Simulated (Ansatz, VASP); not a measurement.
**One calculation of KMgF3, two programs**

```
K Mg F
1.0
     3.98590   -0.03986    0.00000
    -0.03986    3.98590    0.00000
     0.00000    0.00000    3.98590
K Mg F
1 1 3
Direct
  0.50000 0.50000 0.50000
  0.00000 0.00000 0.00000
  0.00000 0.00000 0.50000
  0.00000 0.50000 0.00000
  0.50000 0.00000 0.00000
```

Alike in both runs: task single point; functional PBE; k mesh 6 × 6 × 6; occupations fermi-dirac, width 0.05 eV; no spin polarisation.

|  | VASP | Ansatz |
| --- | --- | --- |
| version | VASP 6.6.1 | Ansatz 0.2.0 |
| potentials or method | VASP PAW PBE potentials, release 64 (K_sv, Mg, F) | Ansatz PAW |
| plane-wave cutoff (eV) | 520 | 420 |
| valence electrons in the cell | 32 | 40 |

```tsv
	VASP	Ansatz	Ansatz less VASP
gap on the k mesh at the Fermi level (eV)	7.30	7.33	+0.030
least direct gap on the mesh (eV)	7.58	7.61	+0.028
pressure (GPa)	3.4	3.8	+0.43
traceless stress, the component that is largest in VASP (GPa)	0.97	0.96	-0.013
```

VASP's potentials hold 32 valence electrons a cell and Ansatz's 40, so a difference there can come from the potentials and not from the codes.
